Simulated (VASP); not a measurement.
# Sn (I4_1/amd) in VASP: a series of runs

Sn is run at these levels: LDA; tasks: single point.

Everything below comes from runs of VASP 6.6.1. Logs are shortened: lines on timing, memory, paths and dates and some standing lists are left out, and cuts for length are marked.

## (1) The cell of the first run

The structure is tetragonal, space group I4_1/amd (No. 141). Conventional cell: a = 5.839 Å, b = 5.839 Å, c = 3.188 Å, α = 90.00°, β = 90.00°, γ = 90.00°. Within 4.0 Å of Sn (site symmetry -4m2) lie 10 Sn at 3.03 to 3.77 Å.

## (2) Single point, LDA

INCAR

```
PREC = Accurate
ENCUT = 520
EDIFF = 1E-7
ISMEAR = -1
SIGMA = 0.1
LREAL = F
LASPH = T
NELM = 100
ALGO = Normal
ISIF = 2
LWAVE = F
LCHARG = F
NBANDS = 21
```

KPOINTS

```
regular mesh
0
Gamma
  10 10 10
```

POSCAR

```
Sn
1.0
   -2.9196440000      2.9196440000      1.5938000000
    2.9196440000     -2.9196440000      1.5938000000
    2.9196440000      2.9196440000     -1.5938000000
Sn
2
Direct
    0.0000000000      0.0000000000      0.0000000000
    0.7500000000      0.2500000000      0.5000000000
```

Potentials or basis: VASP PAW LDA potentials, release 64 (Sn_d).

On the command line:

```console
> cat potpaw_LDA.64/Sn_d/POTCAR > POTCAR
> mpirun -np 1 vasp_std > vasp.out
```

OUTCAR:

```text
PREC = Accurate
   ENCUT = 520
   EDIFF = 1E-7
   ISMEAR = -1
   LREAL = F
   LASPH = T
   NELM = 100
   ISIF = 2

 ion  position               nearest neighbor table
   1  0.000  0.000  0.000-   2 3.03   2 3.03   2 3.03   2 3.03
   2  0.750  0.250  0.500-   1 3.03   1 3.03   1 3.03   1 3.03

  LATTYP: Found a body centered tetragonal cell.
 ALAT       =     5.8392880000
 C/A-ratio  =     0.5458884713

  Lattice vectors:

 A1 = (  -2.9196440000,   2.9196440000,   1.5938000000)
 A2 = (   2.9196440000,  -2.9196440000,   1.5938000000)
 A3 = (   2.9196440000,   2.9196440000,  -1.5938000000)

Analysis of symmetry for initial positions (statically):
=====================================================================
 Subroutine PRICEL returns:
 Original cell was already a primitive cell.

 Routine SETGRP: Setting up the symmetry group for a
 body centered tetragonal supercell.

 Subroutine GETGRP returns: Found 16 space group operations
 (whereof  8 operations were pure point group operations)
 out of a pool of 16 trial point group operations.

The static configuration has the point symmetry D_2d.
 The point group associated with its full space group is D_4h.

Analysis of symmetry for dynamics (positions and initial velocities):
=====================================================================
 Subroutine PRICEL returns:
 Original cell was already a primitive cell.

 Routine SETGRP: Setting up the symmetry group for a
 body centered tetragonal supercell.

 Subroutine GETGRP returns: Found 16 space group operations
 (whereof  8 operations were pure point group operations)
 out of a pool of 16 trial point group operations.

The dynamic configuration has the point symmetry D_2d.
 The point group associated with its full space group is D_4h.

 Subroutine INISYM returns: Found 16 space group operations
 (whereof  8 operations are pure point group operations),
 and found     1 'primitive' translations

----------------------------------------------------------------------------------------

                                     Primitive cell

  volume of cell :      54.3443

  direct lattice vectors                    reciprocal lattice vectors
    -2.919644000  2.919644000  1.593800000     0.000000000  0.171253756  0.313715648
     2.919644000 -2.919644000  1.593800000     0.171253756  0.000000000  0.313715648
     2.919644000  2.919644000 -1.593800000     0.171253756  0.171253756  0.000000000

  length of vectors
     4.425928221  4.425928221  4.425928221     0.357414824  0.357414824  0.242189384

  position of ions in fractional coordinates (direct lattice)
     0.000000000  0.000000000  0.000000000
     0.750000000  0.250000000  0.500000000

  ion indices of the primitive-cell ions
   primitive index   ion index
                 1           1
                 2           2

----------------------------------------------------------------------------------------

 KPOINTS: regular mesh

Automatic generation of k-mesh.
 Grid dimensions read from file:
 generate k-points for:   10   10   10

 Generating k-lattice:

  Cartesian coordinates                     Fractional coordinates (reciprocal lattice)
     0.000000000  0.017125376  0.031371565     0.100000000  0.000000000  0.000000000
     0.017125376  0.000000000  0.031371565     0.000000000  0.100000000  0.000000000
     0.017125376  0.017125376  0.000000000     0.000000000  0.000000000  0.100000000

  Length of vectors
     0.035741482  0.035741482  0.024218938

  Shift w.r.t. Gamma in fractional coordinates (k-lattice)
     0.000000000  0.000000000  0.000000000

 Subroutine IBZKPT returns following result:
 ===========================================

 Found    102 irreducible k-points:

 Following reciprocal coordinates:
            Coordinates               Weight
  0.000000  0.000000  0.000000      1.000000
  0.100000 -0.000000  0.000000      8.000000
  0.200000 -0.000000  0.000000      8.000000
  0.300000 -0.000000  0.000000      8.000000
  0.400000  0.000000  0.000000      8.000000
  0.500000 -0.000000  0.000000      4.000000
[... 16 lines left out ...]
  0.300000  0.300000  0.000000      8.000000
  0.400000  0.300000  0.000000     16.000000
 [... further k-points ...]
   k-points           NKPTS =    102   k-points in BZ     NKDIM =    102   number of bands    NBANDS=     21
   number of dos      NEDOS =    301   number of ions     NIONS =      2
   total plane-waves  NPLWV =  46656
   dimension x,y,z NGX =    36 NGY =   36 NGZ =   36
   dimension x,y,z NGXF=    72 NGYF=   72 NGZF=   72
   ions per type =               2
   NGX,Y,Z   is equivalent  to a cutoff of  13.52, 13.52, 13.52 a.u.
   NGXF,Y,Z  is equivalent  to a cutoff of  27.04, 27.04, 27.04 a.u.
 SYSTEM =  unknown system
   PREC   = accura    normal or accurate (medium, high low for compatibility)
   ISTART =      0    job   : 0-new  1-cont  2-samecut
   ICHARG =      2    charge: 1-file 2-atom 10-const
   ISPIN  =      1    spin polarized calculation?
   LNONCOLLINEAR =      F non collinear calculations
   LSORBIT =      F    spin-orbit coupling
   LASPH  =      T    aspherical Exc in radial PAW
   ENCUT  =  520.0 eV  38.22 Ry    6.18 a.u.   8.23  8.23  8.23*2*pi/ulx,y,z
   NELM   =    100;   NELMIN=  2; NELMDL= -5     # of ELM steps
   EDIFF  = 0.1E-06   stopping-criterion for ELM
   LREAL  =      F    real-space projection
   EDIFFG = 0.1E-05   stopping-criterion for IOM
   NSW    =      0    number of steps for IOM
   IBRION =     -1    ionic relax: 0-MD 1-quasi-New 2-CG
   NFREE  =      0    steps in history (QN), initial steepest desc. (CG)
   ISIF   =      2    stress and relaxation
   ISYM   =      2    0-nonsym 1-usesym 2-fastsym
   POTIM  = 0.5000    time-step for ionic-motion
   TEBEG  =    0.0;   TEEND  =   0.0 temperature during run
   PSTRESS=    0.0 pullay stress
   NELECT =      28.0000    total number of electrons
   NUPDOWN=      -1.0000    fix difference up-down
   EMIN   =  10.00;   EMAX   =-10.00  energy-range for DOS
   EFERMI =   0.00;   METHOD = LEGACY
   ISMEAR =    -1;   SIGMA  =   0.10  broadening in eV -4-tet -1-fermi 0-gaus
   EFERMI_NEDOS =   21; number of points for ismear=-14 and -15
   IALGO  =     38    algorithm
   IMIX   =      4    mixing-type and parameters
     AMIX     =   0.40;   BMIX     =  1.00
     AMIX_MAG =   1.60;   BMIX_MAG =  1.00
  volume/ion in A,a.u.               =      27.17       183.37
  Fermi-wavevector in a.u.,A,eV,Ry     =   1.312430  2.480134 23.435678  1.722474
  Thomas-Fermi vector in A             =   2.442823
   LORBIT       =      0    0 simple, 1 ext, 2 COOP (PROOUT), +10 PAW based schemes
   GGA     = CA    functional components
   LHFCALC =     F    Hartree Fock is set to
   AEXX    =    0.0000 exact exchange contribution
   IVDW    =     0    specifies the selected vdW correction
   LEPSILON=     F    determine dielectric tensor
   LRPA    =     F    only Hartree local field effects (RPA)
 non-spin polarized calculation
  energy-cutoff  :      520.00
  volume of cell :       54.34
 maximum number of plane-waves:      1484
 NGX is ok and might be reduce to    36
   NGX = 17   NGY = 17   NGZ = 17

 number of electron      27.9999999 magnetization

 Free energy of the ion-electron system (eV)
  ---------------------------------------------------
  ext. energy  EPLUGINS =         0.00000000
  ---------------------------------------------------
  free energy    TOTEN  =        -8.98070971 eV

  energy without entropy =       -8.94968350  energy(sigma->0) =       -8.96519660

 E-fermi :   7.7060     XC(G=0): -10.5402

 val. band max:        7.7025868984   @ k =   0.2000   0.1000   0.0000
 cond. band min:       7.7203734743   @ k =  -0.3000   0.5000   0.3000
 fundamental gap:      0.0177865760
 Fermi energy:         7.7060333418

 k-point     1 :       0.0000    0.0000    0.0000
  band No.  band energies     occupation
      1     -13.8661      2.00000
      2     -13.7777      2.00000
      3     -13.7370      2.00000
      4     -13.7225      2.00000
      5     -13.5733      2.00000
      6     -13.5733      2.00000
[... 13 lines left out ...]
     20      17.6446      0.00000
     21      18.2964      0.00000

 k-point     2 :       0.1000   -0.0000    0.0000
  band No.  band energies     occupation
      1     -13.8598      2.00000
      2     -13.7581      2.00000
      3     -13.7297      2.00000
      4     -13.6998      2.00000
      5     -13.5869      2.00000
      6     -13.5840      2.00000
[... 13 lines left out ...]
     20      16.8470      0.00000
     21      16.9308      0.00000

 k-point     3 :       0.2000   -0.0000    0.0000
  band No.  band energies     occupation
      1     -13.8415      2.00000
      2     -13.7125      2.00000
      3     -13.7107      2.00000
      4     -13.6574      2.00000
      5     -13.6148      2.00000
      6     -13.5861      2.00000
[... 13 lines left out ...]
     20      15.4493      0.00000
     21      16.1516      0.00000

 k-point     4 :       0.3000   -0.0000    0.0000
  band No.  band energies     occupation
      1     -13.8182      2.00000
      2     -13.6909      2.00000
      3     -13.6812      2.00000
      4     -13.6598      2.00000
      5     -13.6392      2.00000
      6     -13.5979      2.00000
[... 13 lines left out ...]
     20      14.5787      0.00000
     21      16.7972      0.00000

 k-point     5 :       0.4000    0.0000    0.0000
  band No.  band energies     occupation
      1     -13.7988      2.00000
      2     -13.6972      2.00000
      3     -13.6928      2.00000
      4     -13.6654      2.00000
      5     -13.6357      2.00000
      6     -13.6151      2.00000
[... 13 lines left out ...]
     20      15.5943      0.00000
     21      17.9421      0.00000
[... 382 lines left out ...]
     20      17.6332      0.00000
     21      18.2928      0.00000

 k-point    22 :      -0.2000    0.2000    0.0000
  band No.  band energies     occupation
      1     -13.8333      2.00000
      2     -13.7829      2.00000
      3     -13.7414      2.00000
      4     -13.7095      2.00000
      5     -13.5904      2.00000
      6     -13.5572      2.00000
[... 13 lines left out ...]
     20      17.7945      0.00000
     21      17.9257      0.00000

 k-point    23 :       0.3000    0.3000    0.0000
  band No.  band energies     occupation
      1     -13.7868      2.00000
      2     -13.7187      2.00000
      3     -13.6776      2.00000
      4     -13.6581      2.00000
      5     -13.6317      2.00000
      6     -13.5679      2.00000
[... 13 lines left out ...]
     20      15.7796      0.00000
     21      17.5493      0.00000

 k-point    24 :       0.4000    0.3000    0.0000
  band No.  band energies     occupation
      1     -13.7662      2.00000
      2     -13.7178      2.00000
      3     -13.6895      2.00000
      4     -13.6610      2.00000
      5     -13.6209      2.00000
      6     -13.5628      2.00000
[... 13 lines left out ...]
     20      16.8892      0.00000
     21      17.6516      0.00000

 [... further k-points ...]
[... 5 lines left out ...]
  --------------------------------------------------------------------------------------
  -------------------------------------------------------------------------------------
  Total       -0.5702554     -0.5702554     -0.8877852      0.0000000      0.0000000      0.0000000
  in kB      -16.8122711    -16.8122711    -26.1736851      0.0000000      0.0000000      0.0000000
  external PRESSURE =     -19.9327424 kB  Pullay stress =       0.0000000 kB

 VOLUME and BASIS-vectors are now :
 -----------------------------------------------------------------------------
  energy-cutoff  :      520.00
  volume of cell :       54.34
      direct lattice vectors                 reciprocal lattice vectors
    -2.919644000  2.919644000  1.593800000     0.000000000  0.171253756  0.313715648
     2.919644000 -2.919644000  1.593800000     0.171253756  0.000000000  0.313715648
     2.919644000  2.919644000 -1.593800000     0.171253756  0.171253756  0.000000000

 POSITION                                       TOTAL-FORCE (eV/Angst)
 -----------------------------------------------------------------------------------
      0.00000      0.00000      0.00000        -0.000000     -0.000000     -0.000000
      0.00000      2.91964      0.79690         0.000000      0.000000      0.000000
 -----------------------------------------------------------------------------------
    total drift:                               -0.000000      0.000000     -0.000000

  FREE ENERGIE OF THE ION-ELECTRON SYSTEM (eV)
  ---------------------------------------------------
  free  energy   TOTEN  =        -8.9807097064 eV

  energy  without entropy=       -8.9496834977  energy(sigma->0) =       -8.96519660
```

Run time: 87 s. Hardware: 1 thread of Intel Xeon Platinum 8259CL at 2.50GHz (Skylake/Cascade Lake), shared host; peak memory 0.23 GiB.

What came out:

- Free energy: -8.9807 eV
- Pressure: -2.0 GPa
- Band gap on the k mesh: zero (band 14 reaches 9.14 eV, above the bottom of band 15 at 5.29 eV)

Levels at points of the mesh, in eV from the Fermi level:
```
           k point  band 11  band 12  band 13  band 14  band 15  band 16  band 17  band 18
(0.00, 0.00, 0.00)   -11.16    -3.74    -1.98    -1.98     3.06     6.15     6.15     6.70
(0.50, 0.00, 0.00)    -7.01    -5.44    -2.38    -1.71    -1.16     2.29     2.79     4.64
(0.50, 0.50, 0.00)    -8.93    -8.93     0.59     0.59     1.55     1.55     5.90     5.90
(0.50, 0.50, 0.50)    -7.61    -7.61    -4.79    -4.79     4.95     4.95     9.26     9.26
```

Caveat: spin-orbit coupling is left out, which moves the levels of the heavy elements.

[end of part 1 of 2]
